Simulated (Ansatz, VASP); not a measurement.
**SrCl2 in VASP and in Ansatz**

```
Sr Cl
1.0
     0.00000    3.44120    3.44120
     3.44120    0.00000    3.44120
     3.44120    3.44120    0.00000
Sr Cl
1 2
Direct
  0.00000 0.00000 0.00000
  0.75000 0.75000 0.75000
  0.25000 0.25000 0.25000
```

Change from the starting cell: volume scaled by 0.96.

Alike in both runs: task single point; functional LDA; k mesh 7 × 7 × 7; occupations fermi-dirac, width 0.05 eV; no spin polarisation.

|  | VASP | Ansatz |
| --- | --- | --- |
| version | VASP 6.6.1 | Ansatz 0.2.0 |
| potentials or method | VASP PAW LDA potentials, release 64 (Sr_sv, Cl), cutoff 520 eV | all-electron LAPW, scalar-relativistic |

```csv
,VASP,Ansatz,Ansatz less VASP
gap on the k mesh at the Fermi level (eV),5.08,5.07,-0.004
least direct gap on the mesh (eV),5.35,5.35,+0.005
pressure (GPa),-1.3,-1.5,-0.14
```

LDA's correlation is that of Perdew and Zunger in VASP and of Perdew and Wang (1992) in Ansatz. Ansatz ran all-electron here, and VASP with PAW potentials.
